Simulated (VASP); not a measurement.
Set up this calculation in VASP 6.6.1, as the native input.

* Task: single point
* Functional: PBE
* Potentials or basis: VASP PAW PBE potentials, release 64 (Os)
* Cutoff: 520 eV
* k mesh: 19 × 19 × 19
* Occupations: fermi-dirac, width 0.1 eV
* Spin: no spin polarisation
* Dipole correction: no
* Further INCAR settings: ALGO = Normal; EDIFF = 1e-06; NBANDS = 10

The structure of Os lies in POSCAR:

```
Os
1.0
    1.5095224064      1.5095224064      1.5095224064
   -1.5095224064      1.5095224064      1.5095224064
   -1.5095224064     -1.5095224064      1.5095224064
Os
1
Direct
    0.0000000000      0.0000000000      0.0000000000
```

These files were run (other wordings do the same):

INCAR

```
PREC = Accurate
ENCUT = 520
EDIFF = 1E-6
ISMEAR = -1
SIGMA = 0.1
LREAL = F
LASPH = T
NELM = 100
ALGO = Normal
ISIF = 2
LWAVE = F
LCHARG = F
GGA = PE
NBANDS = 10
```

KPOINTS

```
Automatic mesh
0
Gamma
  19 19 19
```

Potentials or basis: VASP PAW PBE potentials, release 64 (Os).

Run with:

```sh
$ cat potpaw_PBE.64/Os/POTCAR > POTCAR
$ mpirun -np 1 vasp_std > vasp.out
```

Results of the run:

- Pressure: 30.9 GPa
- Band gap on the k mesh: zero (band 4 reaches 12.45 eV, above the bottom of band 5 at 7.54 eV)

Caveat: spin-orbit coupling is left out, which moves the levels of the heavy elements.

It took 8.6 s on 1 thread of Intel(R) Xeon(R) 6975P-C (Granite Rapids) (shared host), peak memory 0.15 GiB.
